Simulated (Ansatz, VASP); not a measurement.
**RuC18: VASP beside Ansatz**

```
CELL_PARAMETERS angstrom
7.39800 0.00000 0.00000
-3.69900 6.40686 0.00000
0.00000 0.00000 11.00000
ATOMIC_POSITIONS crystal
C 0.99503 0.98963 0.09524
C 0.21594 0.10133 0.09520
C 0.99503 0.32226 0.09523
C 0.21595 0.43148 0.09517
C 0.99266 0.65476 0.09517
C 0.21560 0.76623 0.09124
C 0.32742 0.98986 0.09126
C 0.55104 0.10166 0.09122
C 0.32766 0.32226 0.09523
C 0.55081 0.43383 0.09522
C 0.32742 0.65442 0.09123
C 0.55105 0.76623 0.09124
C 0.66287 0.98986 0.09126
C 0.88582 0.10134 0.09520
C 0.66251 0.32460 0.09515
C 0.88345 0.43383 0.09521
C 0.66252 0.65476 0.09517
C 0.88345 0.76647 0.09523
Ru 0.43922 0.87801 0.24376
```

Alike in both runs: functional PBE; dispersion D3(BJ); k mesh 2 × 2 × 1; occupations fermi-dirac, width 0.05 eV; no spin polarisation.

Ansatz relaxed the structure, and its values are those at the end. VASP's run is a single point on that final structure, the one shown.

|  | VASP | Ansatz |
| --- | --- | --- |
| version | VASP 6.6.1 | Ansatz 0.2.0 |
| potentials or method | VASP PAW PBE potentials, release 64 (C, Ru_pv), cutoff 520 eV | scalar-relativistic, plane waves, PAW |
| valence electrons in the cell | 86 | 88 |

VASP gave:

```
rms of the force components (eV/Å) : 0.005
```

Problem. Estimate Ansatz's values.

Solution. rms of the force components (eV/Å): 0.002.

VASP's potentials hold 86 valence electrons a cell and Ansatz's 88, so a difference there can come from the potentials and not from the codes. Ansatz's warnings: dispersion switch in reach, relaxed geometry near dispersion switch.

The k mesh is coarse, so the values compare programs but aren't converged.
